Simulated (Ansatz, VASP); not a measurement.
**TaN in VASP and in Ansatz**

```
Ta N
1.0
     2.47220    0.00000    0.00000
    -1.23610    2.14099    0.00000
     0.00000    0.00000    5.27205
Ta N
2 2
Direct
  0.00000 0.00000 0.00000
  0.00000 0.00000 0.50000
  0.33333 0.66667 0.25000
  0.66667 0.33333 0.75000
```

Change from the starting cell: volume scaled by 0.64, LAPW.

Alike in both runs: task single point; functional PBE; k mesh 11 × 11 × 6; occupations fermi-dirac, width 0.08 eV; no spin polarisation.

```csv
,VASP,Ansatz
version,VASP 6.6.1,Ansatz 0.2.0
potentials or method,"VASP PAW PBE potentials, release 64 (Ta_pv, N), cutoff 520 eV","all-electron LAPW, scalar-relativistic"
```

```tsv
	VASP	Ansatz	Ansatz less VASP
pressure (GPa)	379.4	365.3	-14.18
traceless stress, the component that is largest in VASP (GPa)	0.38	-0.60	-0.983
```

Both programs put the cell under a high pressure, so it lies far from rest at this level. Ansatz ran all-electron here, and VASP with PAW potentials.

Spin-orbit coupling is off throughout. Noted on VASP's run: the cell as given lies far from equilibrium.
